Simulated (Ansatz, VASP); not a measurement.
# CdSe: VASP beside Ansatz

```
Cd Se
1.0
     0.00000    3.29949    3.29949
     3.29949    0.00000    3.29949
     3.21282    3.21282    0.08667
Cd Se
1 1
Direct
  0.00000 0.00000 0.00000
  0.75000 0.75000 0.75000
```

Alike in both runs: task single point; functional PBE; k mesh 10 × 10 × 10; occupations gaussian, width 0.05 eV; no spin polarisation.

|  | VASP | Ansatz |
| --- | --- | --- |
| version | VASP 6.6.1 | Ansatz 0.2.0 |
| potentials or method | VASP PAW PBE potentials, release 64 (Cd, Se), cutoff 520 eV | scalar-relativistic, plane waves, PAW |
| valence electrons in the cell | 18 | 36 |

Ansatz gave:

* gap on the k mesh at the Fermi level (eV): 0.27
* least direct gap on the mesh (eV): 0.27
* pressure (GPa): -4.6
* traceless stress, the component that is largest in VASP (GPa): 0.56
* rms of the force components (eV/Å): 0.044

**Question.** Which values does VASP return?

**Answer.** gap on the k mesh at the Fermi level (eV): 0.27; least direct gap on the mesh (eV): 0.27; pressure (GPa): -4.5; traceless stress, the component that is largest in VASP (GPa): 0.57; rms of the force components (eV/Å): 0.048.

Atom by atom the forces differ by 0.004 eV/Å (rms over components). With one functional, cell and mesh, what is left measures potentials, basis and numerics. VASP's potentials hold 18 valence electrons a cell and Ansatz's 36, so a difference there can come from the potentials and not from the codes.
